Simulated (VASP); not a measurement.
# Si (P2_1/m) in VASP: single point with PBE

Aim: the single point of Si with PBE.

Program: VASP 6.6.1. These are calculated values, not measurements. Logs are shortened: lines on timing, memory, paths and dates and some standing lists are left out, and cuts for length are marked.

## Step 1: The cell of the first run

Symmetry: P2_1/m, No. 11, monoclinic system. The conventional cell has a = 3.585 Å, b = 6.365 Å, c = 3.865 Å, α = 90.00°, β = 112.93°, γ = 90.00°. Si (site symmetry 1) has 4 Si at 2.22 to 2.51 Å within 2.9 Å.

## Step 2: Single point, PBE (engineering shear strain xy -0.0800, strain +e along x and -e along y -0.0700)

Contents of INCAR:

```
PREC = Accurate
ENCUT = 520
EDIFF = 1E-6
ISMEAR = 0
SIGMA = 0.05
LREAL = False
LASPH = True
NELM = 100
ALGO = Normal
ISIF = 2
LWAVE = False
LCHARG = True
GGA = PE
LELF = True
LVHAR = True
NBANDS = 16
```

Contents of KPOINTS:

```
Automatic mesh
0
Gamma
  12 12 6
```

Contents of POSCAR:

```
Si
1.0
    3.5815064503     -0.1540432882      0.0000000000
   -1.9241586260      3.6456161168      0.0000000000
    0.0000000000      0.0000000000      6.3646810974
Si
4
Direct
    0.3333333333      0.6666666667      0.0629320729
    0.6666666667      0.3333333333      0.5629320729
    0.3333333333      0.6666666667      0.4370679271
    0.6666666667      0.3333333333      0.9370679271
```

Potentials or basis: VASP PAW PBE potentials, release 64 (Si).

On the command line:

```sh
$ cat potpaw_PBE.64/Si/POTCAR > POTCAR
$ mpirun -np 1 vasp_std > vasp.out
```

OUTCAR:

```text
PREC = Accurate
   ENCUT = 520
   EDIFF = 1E-6
   ISMEAR = 0
   LREAL = False
   LASPH = True
   NELM = 100
   ISIF = 2
   GGA = PE

 ion  position               nearest neighbor table
   1  0.333  0.667  0.063-   4 2.22   4 2.37   3 2.38   4 2.51
   2  0.667  0.333  0.563-   3 2.22   3 2.37   4 2.38   3 2.51
   3  0.333  0.667  0.437-   2 2.22   2 2.37   1 2.38   2 2.51
   4  0.667  0.333  0.937-   1 2.22   1 2.37   2 2.38   1 2.51

  LATTYP: Found a simple monoclinic cell.
 ALAT       =     3.5848176785
 B/A-ratio  =     1.7754546167
 C/A-ratio  =     1.0781456841
 COS(beta)  =    -0.3895983850

  Lattice vectors:

 A1 = (   3.5815064503,  -0.1540432882,   0.0000000000)
 A2 = (   0.0000000000,   0.0000000000,   6.3646810974)
 A3 = (  -1.6573478243,  -3.4915728286,   0.0000000000)

Analysis of symmetry for initial positions (statically):
=====================================================================
 Subroutine PRICEL returns:
 Original cell was already a primitive cell.

 Routine SETGRP: Setting up the symmetry group for a
 simple monoclinic supercell.

 Subroutine GETGRP returns: Found  4 space group operations
 (whereof  2 operations were pure point group operations)
 out of a pool of  4 trial point group operations.

The static configuration has the point symmetry S_2 .
 The point group associated with its full space group is C_2h.

Analysis of symmetry for dynamics (positions and initial velocities):
=====================================================================
 Subroutine PRICEL returns:
 Original cell was already a primitive cell.

 Routine SETGRP: Setting up the symmetry group for a
 simple monoclinic supercell.

 Subroutine GETGRP returns: Found  4 space group operations
 (whereof  2 operations were pure point group operations)
 out of a pool of  4 trial point group operations.

The dynamic configuration has the point symmetry S_2 .
 The point group associated with its full space group is C_2h.

 Subroutine INISYM returns: Found  4 space group operations
 (whereof  2 operations are pure point group operations),
 and found     1 'primitive' translations

----------------------------------------------------------------------------------------

                                     Primitive cell

  volume of cell :      81.2158

  direct lattice vectors                    reciprocal lattice vectors
     3.581506450 -0.154043288  0.000000000     0.285697772  0.150791475  0.000000000
    -1.924158626  3.645616117  0.000000000     0.012071985  0.280673659  0.000000000
     0.000000000  0.000000000  6.364681097     0.000000000  0.000000000  0.157117063

  length of vectors
     3.584817679  4.122244933  6.364681097     0.323049975  0.280933152  0.157117063

  position of ions in fractional coordinates (direct lattice)
     0.333333333  0.666666667  0.062932073
     0.666666667  0.333333333  0.562932073
     0.333333333  0.666666667  0.437067927
     0.666666667  0.333333333  0.937067927

  ion indices of the primitive-cell ions
   primitive index   ion index
                 1           1
                 2           2
                 3           3
                 4           4

----------------------------------------------------------------------------------------

 KPOINTS: Automatic mesh

Automatic generation of k-mesh.
 Grid dimensions read from file:
 generate k-points for:   12   12    6

 Generating k-lattice:

  Cartesian coordinates                     Fractional coordinates (reciprocal lattice)
     0.023808148  0.012565956  0.000000000     0.083333333 -0.000000000  0.000000000
     0.001005999  0.023389472  0.000000000    -0.000000000  0.083333333  0.000000000
     0.000000000  0.000000000  0.026186177     0.000000000  0.000000000  0.166666667

  Length of vectors
     0.026920831  0.023411096  0.026186177

  Shift w.r.t. Gamma in fractional coordinates (k-lattice)
     0.000000000  0.000000000  0.000000000

 Subroutine IBZKPT returns following result:
 ===========================================

 Found    296 irreducible k-points:

 Following reciprocal coordinates:
            Coordinates               Weight
  0.000000  0.000000  0.000000      1.000000
  0.083333  0.000000  0.000000      2.000000
  0.166667  0.000000  0.000000      2.000000
  0.250000  0.000000  0.000000      2.000000
  0.333333  0.000000  0.000000      2.000000
  0.416667  0.000000  0.000000      2.000000
[... 16 lines left out ...]
  0.250000  0.166667  0.000000      2.000000
  0.333333  0.166667  0.000000      2.000000
 [... further k-points ...]
   k-points           NKPTS =    296   k-points in BZ     NKDIM =    296   number of bands    NBANDS=     16
   number of dos      NEDOS =    301   number of ions     NIONS =      4
   total plane-waves  NPLWV =  43008
   dimension x,y,z NGX =    28 NGY =   32 NGZ =   48
   dimension x,y,z NGXF=    56 NGYF=   64 NGZF=   96
   ions per type =               4
   NGX,Y,Z   is equivalent  to a cutoff of  12.99, 12.91, 12.54 a.u.
   NGXF,Y,Z  is equivalent  to a cutoff of  25.97, 25.81, 25.08 a.u.
 SYSTEM =  unknown system
   PREC   = accura    normal or accurate (medium, high low for compatibility)
   ISTART =      0    job   : 0-new  1-cont  2-samecut
   ICHARG =      2    charge: 1-file 2-atom 10-const
   ISPIN  =      1    spin polarized calculation?
   LNONCOLLINEAR =      F non collinear calculations
   LSORBIT =      F    spin-orbit coupling
   LASPH  =      T    aspherical Exc in radial PAW
   ENCUT  =  520.0 eV  38.22 Ry    6.18 a.u.   6.67  7.66 11.83*2*pi/ulx,y,z
   NELM   =    100;   NELMIN=  2; NELMDL= -5     # of ELM steps
   EDIFF  = 0.1E-05   stopping-criterion for ELM
   LREAL  =      F    real-space projection
[... 7 lines left out ...]
   TEBEG  =    0.0;   TEEND  =   0.0 temperature during run
   PSTRESS=    0.0 pullay stress
   NELECT =      16.0000    total number of electrons
   NUPDOWN=      -1.0000    fix difference up-down
   EMIN   =  10.00;   EMAX   =-10.00  energy-range for DOS
   EFERMI =   0.00;   METHOD = LEGACY
   ISMEAR =     0;   SIGMA  =   0.05  broadening in eV -4-tet -1-fermi 0-gaus
   EFERMI_NEDOS =   21; number of points for ismear=-14 and -15
   IALGO  =     38    algorithm
   IMIX   =      4    mixing-type and parameters
     AMIX     =   0.40;   BMIX     =  1.00
     AMIX_MAG =   1.60;   BMIX_MAG =  1.00
  volume/ion in A,a.u.               =      20.30       137.02
  Fermi-wavevector in a.u.,A,eV,Ry     =   0.952580  1.800114 12.346032  0.907408
  Thomas-Fermi vector in A             =   2.081155
   LORBIT       =      0    0 simple, 1 ext, 2 COOP (PROOUT), +10 PAW based schemes
   GGA     = PE    functional components
   LHFCALC =     F    Hartree Fock is set to
   AEXX    =    0.0000 exact exchange contribution
   IVDW    =     0    specifies the selected vdW correction
   LEPSILON=     F    determine dielectric tensor
   LRPA    =     F    only Hartree local field effects (RPA)
 non-spin polarized calculation
 Gauss-broadening in eV      SIGMA  =   0.05
  energy-cutoff  :      520.00
  volume of cell :       81.22
 maximum number of plane-waves:      2206
   NGX = 13   NGY = 15   NGZ = 23

 number of electron      16.0000000 magnetization

 Free energy of the ion-electron system (eV)
  ---------------------------------------------------
  ext. energy  EPLUGINS =         0.00000000
  ---------------------------------------------------
  free energy    TOTEN  =       -21.09416605 eV

  energy without entropy =      -21.09390862  energy(sigma->0) =      -21.09403734

 E-fermi :   5.8865     XC(G=0):  -9.3604

 val. band max:        5.8647755872   @ k =   0.0000   0.1667   0.1667
 cond. band min:       5.9414822533   @ k =   0.5000   0.0000   0.3333
 fundamental gap:      0.0767066661
 Fermi energy:         5.8865402864

 k-point     1 :       0.0000    0.0000    0.0000
  band No.  band energies     occupation
      1      -6.2325      2.00000
      2      -4.0037      2.00000
      3      -1.2700      2.00000
      4       4.0382      2.00000
      5       4.8348      2.00000
      6       5.6023      2.00000
[... 8 lines left out ...]
     15      11.2069      0.00000
     16      11.8086      0.00000

 k-point     2 :       0.0833    0.0000    0.0000
  band No.  band energies     occupation
      1      -6.1383      2.00000
      2      -3.9078      2.00000
      3      -1.2134      2.00000
      4       3.7052      2.00000
      5       4.2760      2.00000
      6       5.3240      2.00000
[... 8 lines left out ...]
     15      11.0400      0.00000
     16      11.8358      0.00000

 k-point     3 :       0.1667    0.0000    0.0000
  band No.  band energies     occupation
      1      -5.8572      2.00000
      2      -3.6211      2.00000
      3      -1.0686      2.00000
      4       2.8458      2.00000
      5       3.4707      2.00000
      6       4.3668      2.00000
[... 8 lines left out ...]
     15      11.0808      0.00000
     16      11.1120      0.00000

 k-point     4 :       0.2500    0.0000    0.0000
  band No.  band energies     occupation
      1      -5.3949      2.00000
      2      -3.1473      2.00000
      3      -0.9520      2.00000
      4       1.8300      2.00000
      5       2.9116      2.00000
      6       3.0812      2.00000
[... 8 lines left out ...]
     15      11.8040      0.00000
     16      12.0315      0.00000
[... 324 lines left out ...]
 k-point    22 :       0.1667    0.1667    0.0000
  band No.  band energies     occupation
      1      -5.3032      2.00000
      2      -3.0563      2.00000
      3      -1.1791      2.00000
      4       1.3629      2.00000
      5       2.2753      2.00000
      6       2.8523      2.00000
[... 8 lines left out ...]
     15      11.7035      0.00000
     16      12.1560      0.00000

 k-point    23 :       0.2500    0.1667    0.0000
  band No.  band energies     occupation
      1      -4.7180      2.00000
      2      -2.4530      2.00000
      3      -1.4307      2.00000
      4       1.3982      2.00000
      5       1.5158      2.00000
      6       1.8870      2.00000
[... 8 lines left out ...]
     15      12.2495      0.00000
     16      13.0876      0.00000

 k-point    24 :       0.3333    0.1667    0.0000
  band No.  band energies     occupation
      1      -3.9927      2.00000
      2      -2.0044      2.00000
      3      -1.6927      2.00000
      4       0.5951      2.00000
      5       1.2299      2.00000
      6       1.8203      2.00000
[... 8 lines left out ...]
     15      12.3410      0.00000
     16      13.4128      0.00000

 [... further k-points ...]

------------------------ aborting loop because EDIFF is reached ----------------------------------------

  FORCE on cell =-STRESS in cart. coord.  units (eV):
  Direction    XX          YY          ZZ          XY          YZ          ZX
  --------------------------------------------------------------------------------------
  -------------------------------------------------------------------------------------
  Total        7.1397541     -4.3650816      0.0480430      3.6076970      0.0000000      0.0000000
  in kB      140.8487862    -86.1117112      0.9477629     71.1704820      0.0000000      0.0000000
  external PRESSURE =      18.5616126 kB  Pullay stress =       0.0000000 kB

 VOLUME and BASIS-vectors are now :
 -----------------------------------------------------------------------------
  energy-cutoff  :      520.00
  volume of cell :       81.22
      direct lattice vectors                 reciprocal lattice vectors
     3.581506450 -0.154043288  0.000000000     0.285697772  0.150791475  0.000000000
    -1.924158626  3.645616117  0.000000000     0.012071985  0.280673659  0.000000000
     0.000000000  0.000000000  6.364681097     0.000000000  0.000000000  0.157117063

 POSITION                                       TOTAL-FORCE (eV/Angst)
 -----------------------------------------------------------------------------------
     -0.08894      2.37906      0.40054         0.958246      1.007976      0.232413
      1.74628      1.11251      3.58288        -0.958246     -1.007976      0.232413
     -0.08894      2.37906      2.78180         0.958246      1.007976     -0.232413
      1.74628      1.11251      5.96414        -0.958246     -1.007976     -0.232413
 -----------------------------------------------------------------------------------
    total drift:                               -0.000000     -0.000000     -0.000000

  FREE ENERGIE OF THE ION-ELECTRON SYSTEM (eV)
  ---------------------------------------------------
  free  energy   TOTEN  =       -21.0941660548 eV

  energy  without entropy=      -21.0939086250  energy(sigma->0) =      -21.09403734
```

Wall time 8.3 min (1 thread of Intel Xeon 8259CL, shared host); peak memory 0.39 GiB.

Results:

```yaml
Free_energy: -21.0942 eV
Pressure: 1.9 GPa
Largest_force: 1.410 eV/Å
Band_gap_on_the_k_mesh: zero (bands 8 and 9 overlap by 0.64 eV)
```

Forces in eV/Å, atoms in the order of the input:
```
Si   0.958  1.008  0.232
Si  -0.958 -1.008  0.232
Si   0.958  1.008 -0.232
Si  -0.958 -1.008 -0.232
```

Stress tensor (GPa, compression positive):
```
14.08  7.12  0.00
 7.12 -8.61  0.00
 0.00  0.00  0.09
```

Caveat: the cell differs from its parent crystal (engineering shear strain xy -0.0800, strain +e along x and -e along y -0.0700); the stress differs along the axes, from -9 to 14 GPa; semilocal functionals underestimate gaps, and a narrow one can read as zero; forces of over 1 eV/Å act on the atoms, so gaps and moduli don't describe the material at rest.

The gap in the log of VASP goes by the Fermi energy; the results here count the filled bands.